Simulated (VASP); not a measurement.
A run of VASP 6.6.1:

POSCAR

```
CdSe
1.0
    4.2431348489      0.0000000000      0.0000000000
   -2.1215674244      3.6746625708      0.0000000000
    0.0000000000      0.0000000000      6.9286790940
Cd Se
2 2
Direct
    0.3333333333      0.6666666667      0.0048177748
    0.6666666667      0.3333333333      0.5048177748
    0.3333333333      0.6666666667      0.3801822252
    0.6666666667      0.3333333333      0.8801822252
```

Contents of INCAR.step1:

```
ALGO = Normal
EDIFF = 1E-4
ENCUT = 520
GGA = PE
ISMEAR = 0
LASPH = T
LCHARG = F
LREAL = F
LWAVE = T
NBANDS = 26
NELM = 80
PREC = Accurate
SIGMA = 0.01
```

INCAR.step2

```
ALGO = Normal
EDIFF = 1E-6
ENCUT = 520
ISIF = 2
ISMEAR = 0
ISTART = 1
LASPH = T
LCHARG = F
LMIXTAU = T
LREAL = F
LWAVE = F
METAGGA = R2SCAN
NBANDS = 26
NELM = 80
PREC = Accurate
SIGMA = 0.01
```

KPOINTS

```
k-points
0
Gamma
  6 6 4
```

Potentials or basis: VASP PAW PBE potentials, release 64 (Cd, Se).

Launch:

```console
$ cat potpaw_PBE.64/Cd/POTCAR potpaw_PBE.64/Se/POTCAR > POTCAR
$ cp INCAR.step1 INCAR
$ mpirun -np 1 vasp_std > vasp.out
$ cp INCAR.step2 INCAR
$ mpirun -np 1 vasp_std > vasp.out
```

Hardware: 1 thread of Intel(R) Xeon(R) 6975P-C (Granite Rapids), with other jobs on the host.

Task: How long does it take, and how much memory?

Result: Run time: 110 s on 1 thread of Intel(R) Xeon(R) 6975P-C (Granite Rapids), with other jobs on the host, peak memory 0.25 GiB. Counts: k points 21.
